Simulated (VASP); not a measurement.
CoSi2, 3 atoms in the cell. The structure is cubic, space group Fm-3m (No. 225). Conventional cell: a = 5.356 Å, b = 5.356 Å, c = 5.356 Å, α = 90.00°, β = 90.00°, γ = 90.00°. Co (site symmetry m-3m) has 8 Si at 2.32 Å within 3.1 Å. Si (site symmetry -43m) has 4 Co at 2.32 Å and 6 Si at 2.68 Å within 3.1 Å. 

* Program: VASP 6.6.1
* Task: single point
* Functional: PBE
* Potentials or basis: VASP PAW PBE potentials, release 64 (Co, Si)
* Cutoff: 520 eV
* k mesh: 11 × 11 × 11
* Occupations: fermi-dirac, width 0.05 eV
* Spin: collinear spin, ferromagnetic start
* Starting moments: [1.28, 0.2, 0.2] μB
* Fixed moment: 2 μB
* Dipole correction: no
* Further INCAR settings: ALGO = Normal; EDIFF = 1e-07; NBANDS = 20

Potentials or basis: VASP PAW PBE potentials, release 64 (Co, Si).

Run with:

```console
$ cat potpaw_PBE.64/Co/POTCAR potpaw_PBE.64/Si/POTCAR > POTCAR
$ mpirun -np 1 vasp_std > vasp.out
```

Hardware: 1 thread of Intel Xeon 8259CL, with other jobs on the host.

Q: How long does it take, and how much memory?

A: Wall time 97 s on 1 thread of Intel Xeon 8259CL, with other jobs on the host, peak memory 0.21 GiB. Counts: scf iterations 16, k points 56.
